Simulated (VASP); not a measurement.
Wanted: the native input for a VASP 6.6.1 run.

```
Task                   : relaxation of cell and atoms
Functional             : LDA
Potentials or basis    : VASP PAW LDA potentials, release 64 (Hf_pv, B)
Cutoff                 : 600 eV
k mesh                 : 12 × 12 × 9
Occupations            : fermi-dirac, width 0.1 eV
Spin                   : no spin polarisation
Dipole correction      : no
Further INCAR settings : ALGO = Normal; EDIFF = 1e-06; IBRION = 2; EDIFFG = -0.01; NSW = 80; ISIF = 3
```

The structure of HfB2 lies in POSCAR:

```
HfB2
1.0
    3.1400000000      0.0000000000      0.0000000000
   -1.5700000000      2.7193197700      0.0000000000
    0.0000000000      0.0000000000      3.4800000000
Hf B
1 2
Direct
    0.0000000000      0.0000000000      0.0000000000
    0.3333333300      0.6666666700      0.5000000000
    0.6666666700      0.3333333300      0.5000000000
```

One way to write it, as run:

INCAR

```
PREC     = Accurate       # precision mode
ENCUT    = 600            # plane-wave cutoff, eV
EDIFF    = 1E-6           # SCF threshold, eV
ISMEAR   = -1             # smearing method
SIGMA    = 0.1            # smearing width, eV
LREAL    = F              # projectors in reciprocal space
LASPH    = T              # aspherical terms in the spheres
NELM     = 100            # most SCF steps
ALGO     = Normal         # electronic algorithm
ISIF     = 3              # what is computed and relaxed
LWAVE    = F              # write WAVECAR
LCHARG   = F              # write CHGCAR
IBRION   = 2              # ionic algorithm
NSW      = 80             # ionic steps
EDIFFG   = -0.01          # ionic threshold
```

KPOINTS

```
Automatic mesh
0
Gamma
  12 12 9
```

Potentials or basis: VASP PAW LDA potentials, release 64 (Hf_pv, B).

Command:

```sh
$ cat potpaw_LDA.64/Hf_pv/POTCAR potpaw_LDA.64/B/POTCAR > POTCAR
$ mpirun -np 1 vasp_std > vasp.out
```

It gave:

The relaxed volume is 9.53 Å³/atom and the relaxed cell is a = 3.103 Å, b = 3.103 Å, c = 3.430 Å, α = 90.00°, β = 90.00°, γ = 120.00°. The space group after relaxing (to 0.05 Å) is P6/mmm (No. 191) and the energy gained by relaxing is 11.5 meV/atom. The ionic steps are 5 and the pressure after relaxing is 0.1 GPa. The band gap on the k mesh is zero (band 8 reaches 8.74 eV, above the bottom of band 9 at 7.39 eV).

Caveat: spin-orbit coupling is left out, which moves the levels of the heavy elements.

It took 2.3 min on 1 thread of AMD EPYC 7R43 64-Core Processor (Zen 3) (shared host), peak memory 0.15 GiB.
